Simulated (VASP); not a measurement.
# PtSe2 (P-3m1) in VASP: further runs

PtSe2 is run at these levels: PBEsol; tasks: single point.

Program: VASP 6.6.1. These are calculated values, not measurements. Logs are shortened: lines on timing, memory, paths and dates and some standing lists are left out, and cuts for length are marked.

**1. The cell of the first run**

The structure is trigonal, space group P-3m1 (No. 164). Conventional cell: a = 3.759 Å, b = 3.759 Å, c = 4.869 Å, α = 90.00°, β = 90.00°, γ = 120.00°. Within 3.3 Å of Pt (site symmetry -3m) lie 6 Se at 2.51 Å. Se (site symmetry 3m) has 3 Pt at 2.51 Å and 6 Se at 3.18 to 3.34 Å within 3.4 Å.

**2. Single point, PBEsol**

The input, INCAR:

```
PREC = Accurate ; ENCUT = 520
EDIFF = 1E-6 ; ISMEAR = 0
SIGMA = 0.1 ; LREAL = False
LASPH = True ; NELM = 60
ALGO = Normal ; ISIF = 2
LWAVE = False ; LCHARG = False
GGA = PS ; NBANDS = 18
```

The input, KPOINTS:

```
Automatic mesh
0
Gamma
  12 12 10
```

The input, POSCAR:

```
PtSe2
1.0
    3.7593610433      0.0000000000      0.0000000000
   -1.8796805216      3.2557021655      0.0000000000
    0.0000000000      0.0000000000      4.8685550597
Pt Se
1 2
Direct
    0.0000000000      0.0000000000      0.0000000000
    0.6666666667      0.3333333333      0.7393682788
    0.3333333333      0.6666666667      0.2606317212
```

Potentials or basis: VASP PAW PBE potentials, release 64 (Pt, Se).

Started as:

```
$ cat potpaw_PBE.64/Pt/POTCAR potpaw_PBE.64/Se/POTCAR > POTCAR
$ mpirun -np 1 vasp_std > vasp.out
```

OUTCAR:

```text
PREC = Accurate
   ENCUT = 520
   EDIFF = 1E-6
   ISMEAR = 0
   LREAL = False
   LASPH = True
   NELM = 60
   ISIF = 2
   GGA = PS

 ion  position               nearest neighbor table
   1  0.000  0.000  0.000-   2 2.51   3 2.51   3 2.51   2 2.51   2 2.51   3 2.51
   2  0.667  0.333  0.739-   1 2.51   1 2.51   1 2.51
   3  0.333  0.667  0.261-   1 2.51   1 2.51   1 2.51

  LATTYP: Found a hexagonal cell.
 ALAT       =     3.7593610433
 C/A-ratio  =     1.2950485478

  Lattice vectors:

 A1 = (   3.7593610433,   0.0000000000,   0.0000000000)
 A2 = (  -1.8796805216,   3.2557021655,   0.0000000000)
 A3 = (   0.0000000000,   0.0000000000,   4.8685550597)

Analysis of symmetry for initial positions (statically):
=====================================================================
 Subroutine PRICEL returns:
 Original cell was already a primitive cell.

 Routine SETGRP: Setting up the symmetry group for a
 hexagonal supercell.

 Subroutine GETGRP returns: Found 12 space group operations
 (whereof 12 operations were pure point group operations)
 out of a pool of 24 trial point group operations.

The static configuration has the point symmetry D_3d.

Analysis of symmetry for dynamics (positions and initial velocities):
=====================================================================
 Subroutine PRICEL returns:
 Original cell was already a primitive cell.

 Routine SETGRP: Setting up the symmetry group for a
 hexagonal supercell.

 Subroutine GETGRP returns: Found 12 space group operations
 (whereof 12 operations were pure point group operations)
 out of a pool of 24 trial point group operations.

The dynamic configuration has the point symmetry D_3d.

 Subroutine INISYM returns: Found 12 space group operations
 (whereof 12 operations are pure point group operations),
 and found     1 'primitive' translations

----------------------------------------------------------------------------------------

                                     Primitive cell

  volume of cell :      59.5880

  direct lattice vectors                    reciprocal lattice vectors
     3.759361043  0.000000000  0.000000000     0.266002650  0.153576702  0.000000000
    -1.879680522  3.255702165  0.000000000     0.000000000  0.307153403  0.000000000
     0.000000000  0.000000000  4.868555060     0.000000000  0.000000000  0.205399752

  length of vectors
     3.759361043  3.759361043  4.868555060     0.307153403  0.307153403  0.205399752

  position of ions in fractional coordinates (direct lattice)
     0.000000000  0.000000000  0.000000000
     0.666666667  0.333333333  0.739368279
     0.333333333  0.666666667  0.260631721

  ion indices of the primitive-cell ions
   primitive index   ion index
                 1           1
                 2           2
                 3           3

----------------------------------------------------------------------------------------

 KPOINTS: Automatic mesh

Automatic generation of k-mesh.
 Grid dimensions read from file:
 generate k-points for:   12   12   10

 Generating k-lattice:

  Cartesian coordinates                     Fractional coordinates (reciprocal lattice)
     0.022166888  0.012798058  0.000000000     0.083333333  0.000000000  0.000000000
     0.000000000  0.025596117  0.000000000     0.000000000  0.083333333  0.000000000
     0.000000000  0.000000000  0.020539975     0.000000000  0.000000000  0.100000000

  Length of vectors
     0.025596117  0.025596117  0.020539975

  Shift w.r.t. Gamma in fractional coordinates (k-lattice)
     0.000000000  0.000000000  0.000000000

 Subroutine IBZKPT returns following result:
 ===========================================

 Found    162 irreducible k-points:

 Following reciprocal coordinates:
            Coordinates               Weight
  0.000000  0.000000  0.000000      1.000000
  0.083333 -0.000000  0.000000      6.000000
  0.166667 -0.000000  0.000000      6.000000
  0.250000 -0.000000  0.000000      6.000000
  0.333333 -0.000000  0.000000      6.000000
  0.416667 -0.000000  0.000000      6.000000
[... 16 lines left out ...]
  0.166667 -0.000000  0.100000      6.000000
  0.000000  0.166667  0.100000      6.000000
 [... further k-points ...]
   k-points           NKPTS =    162   k-points in BZ     NKDIM =    162   number of bands    NBANDS=     18
   number of dos      NEDOS =    301   number of ions     NIONS =      3
   total plane-waves  NPLWV =  28224
   dimension x,y,z NGX =    28 NGY =   28 NGZ =   36
   dimension x,y,z NGXF=    56 NGYF=   56 NGZF=   72
   ions per type =               1   2
   NGX,Y,Z   is equivalent  to a cutoff of  12.38, 12.38, 12.29 a.u.
   NGXF,Y,Z  is equivalent  to a cutoff of  24.76, 24.76, 24.59 a.u.
 SYSTEM =  unknown system
   PREC   = accura    normal or accurate (medium, high low for compatibility)
   ISTART =      0    job   : 0-new  1-cont  2-samecut
   ICHARG =      2    charge: 1-file 2-atom 10-const
   ISPIN  =      1    spin polarized calculation?
   LNONCOLLINEAR =      F non collinear calculations
   LSORBIT =      F    spin-orbit coupling
   LASPH  =      T    aspherical Exc in radial PAW
   ENCUT  =  520.0 eV  38.22 Ry    6.18 a.u.   6.99  6.99  9.05*2*pi/ulx,y,z
   NELM   =     60;   NELMIN=  2; NELMDL= -5     # of ELM steps
   EDIFF  = 0.1E-05   stopping-criterion for ELM
   LREAL  =      F    real-space projection
[... 7 lines left out ...]
   TEBEG  =    0.0;   TEEND  =   0.0 temperature during run
   PSTRESS=    0.0 pullay stress
   NELECT =      22.0000    total number of electrons
   NUPDOWN=      -1.0000    fix difference up-down
   EMIN   =  10.00;   EMAX   =-10.00  energy-range for DOS
   EFERMI =   0.00;   METHOD = LEGACY
   ISMEAR =     0;   SIGMA  =   0.10  broadening in eV -4-tet -1-fermi 0-gaus
   EFERMI_NEDOS =   21; number of points for ismear=-14 and -15
   IALGO  =     38    algorithm
   IMIX   =      4    mixing-type and parameters
     AMIX     =   0.40;   BMIX     =  1.00
     AMIX_MAG =   1.60;   BMIX_MAG =  1.00
  volume/ion in A,a.u.               =      19.86       134.04
  Fermi-wavevector in a.u.,A,eV,Ry     =   1.174436  2.219363 18.766524  1.379301
  Thomas-Fermi vector in A             =   2.310833
   LORBIT       =      0    0 simple, 1 ext, 2 COOP (PROOUT), +10 PAW based schemes
   GGA     = PS    functional components
   LHFCALC =     F    Hartree Fock is set to
   AEXX    =    0.0000 exact exchange contribution
   IVDW    =     0    specifies the selected vdW correction
   LEPSILON=     F    determine dielectric tensor
   LRPA    =     F    only Hartree local field effects (RPA)
 non-spin polarized calculation
 Gauss-broadening in eV      SIGMA  =   0.10
  energy-cutoff  :      520.00
  volume of cell :       59.59
 maximum number of plane-waves:      1632
   NGX = 13   NGY = 13   NGZ = 19

 number of electron      21.9999997 magnetization

 Free energy of the ion-electron system (eV)
  ---------------------------------------------------
  ext. energy  EPLUGINS =         0.00000000
  ---------------------------------------------------
  free energy    TOTEN  =       -15.90720689 eV

  energy without entropy =      -15.90271619  energy(sigma->0) =      -15.90496154

 E-fermi :   6.5613     XC(G=0): -10.9561

 val. band max:        6.5437446202   @ k =   0.0000   0.1667   0.1000
 cond. band min:       6.5638815033   @ k =  -0.2500  -0.4167   0.1000
 fundamental gap:      0.0201368831
 Fermi energy:         6.5612802172

 k-point     1 :       0.0000    0.0000    0.0000
  band No.  band energies     occupation
      1      -9.1553      2.00000
      2      -6.0867      2.00000
      3      -0.6223      2.00000
      4       0.2127      2.00000
      5       0.2127      2.00000
      6       2.6957      2.00000
[... 10 lines left out ...]
     17      13.7602      0.00000
     18      18.2148      0.00000

 k-point     2 :       0.0833   -0.0000    0.0000
  band No.  band energies     occupation
      1      -9.0788      2.00000
      2      -6.1300      2.00000
      3      -0.5282      2.00000
      4       0.2627      2.00000
      5       0.2832      2.00000
      6       2.5922      2.00000
[... 10 lines left out ...]
     17      13.9989      0.00000
     18      17.0446      0.00000

 k-point     3 :       0.1667   -0.0000    0.0000
  band No.  band energies     occupation
      1      -8.8567      2.00000
      2      -6.2498      2.00000
      3      -0.2584      2.00000
      4       0.4030      2.00000
      5       0.4849      2.00000
      6       2.1875      2.00000
[... 10 lines left out ...]
     17      14.5763      0.00000
     18      15.6316      0.00000

 k-point     4 :       0.2500   -0.0000    0.0000
  band No.  band energies     occupation
      1      -8.5118      2.00000
      2      -6.4241      2.00000
      3       0.1280      2.00000
      4       0.5996      2.00000
      5       0.7562      2.00000
      6       1.4619      2.00000
[... 375 lines left out ...]
      4       0.2531      2.00000
      5       0.3412      2.00000
      6       2.5612      2.00000
[... 10 lines left out ...]
     17      14.2059      0.00000
     18      16.4368      0.00000

 k-point    23 :       0.1667   -0.0000    0.1000
  band No.  band energies     occupation
      1      -8.8096      2.00000
      2      -6.3538      2.00000
      3      -0.1726      2.00000
      4       0.4442      2.00000
      5       0.5082      2.00000
      6       2.2627      2.00000
[... 10 lines left out ...]
     17      14.0863      0.00000
     18      15.2195      0.00000

 k-point    24 :       0.0000    0.1667    0.1000
  band No.  band energies     occupation
      1      -8.8163      2.00000
      2      -6.3296      2.00000
      3      -0.3001      2.00000
      4       0.3724      2.00000
      5       0.6545      2.00000
      6       2.0662      2.00000
[... 10 lines left out ...]
     17      15.0459      0.00000
     18      15.2390      0.00000

 [... further k-points ...]

------------------------ aborting loop because EDIFF is reached ----------------------------------------

  FORCE on cell =-STRESS in cart. coord.  units (eV):
  Direction    XX          YY          ZZ          XY          YZ          ZX
  --------------------------------------------------------------------------------------
  -------------------------------------------------------------------------------------
  Total        0.0383007      0.0383007      0.0112783      0.0000000     -0.0000000      0.0000000
  in kB        1.0298129      1.0298129      0.3032451      0.0000000     -0.0000000      0.0000000
  external PRESSURE =       0.7876236 kB  Pullay stress =       0.0000000 kB

 VOLUME and BASIS-vectors are now :
 -----------------------------------------------------------------------------
  energy-cutoff  :      520.00
  volume of cell :       59.59
      direct lattice vectors                 reciprocal lattice vectors
     3.759361043  0.000000000  0.000000000     0.266002650  0.153576702  0.000000000
    -1.879680522  3.255702165  0.000000000     0.000000000  0.307153403  0.000000000
     0.000000000  0.000000000  4.868555060     0.000000000  0.000000000  0.205399752

 POSITION                                       TOTAL-FORCE (eV/Angst)
 -----------------------------------------------------------------------------------
      0.00000      0.00000      0.00000         0.000000      0.000000      0.000000
      1.87968      1.08523      3.59966        -0.000000     -0.000000     -0.015424
     -0.00000      2.17047      1.26890         0.000000      0.000000      0.015424
 -----------------------------------------------------------------------------------
    total drift:                               -0.000000      0.000000     -0.000000

  FREE ENERGIE OF THE ION-ELECTRON SYSTEM (eV)
  ---------------------------------------------------
  free  energy   TOTEN  =       -15.9072068872 eV

  energy  without entropy=      -15.9027161930  energy(sigma->0) =      -15.90496154
```

Run time: 2.8 min. Hardware: 1 thread of Intel Xeon 8259CL, shared host; peak memory 0.31 GiB.

Results:

```yaml
Free_energy: -15.9072 eV
Pressure: 0.1 GPa
Largest_force: 0.015 eV/Å
Band_gap_on_the_k_mesh: zero (bands 11 and 12 overlap by 0.77 eV)
```

Forces in eV/Å, atoms in the order of the input:
```
Pt   0.000  0.000  0.000
Se   0.000  0.000 -0.015
Se   0.000  0.000  0.015
```

Levels at points of the mesh, in eV from the Fermi level:
```tsv
k point	band 9	band 10	band 11	band 12	band 13	band 14
(0.00, 0.00, 0.00)	-1.02	-1.02	0.73	1.19	1.19	3.27
(0.50, 0.00, 0.00)	-3.38	-3.31	-2.94	0.53	2.49	4.91
(0.00, 0.00, 0.50)	-1.69	-1.65	-1.65	2.34	2.34	4.86
(0.50, 0.00, 0.50)	-3.13	-2.70	-1.16	0.73	1.46	4.76
```

Caveat: the PAW data sets were made with another functional, which shifts forces and pressure a little; spin-orbit coupling is left out, which moves the levels of the heavy elements.

[end of part 1 of 3]

The gap in the log of VASP goes by the Fermi energy; the results here count the filled bands.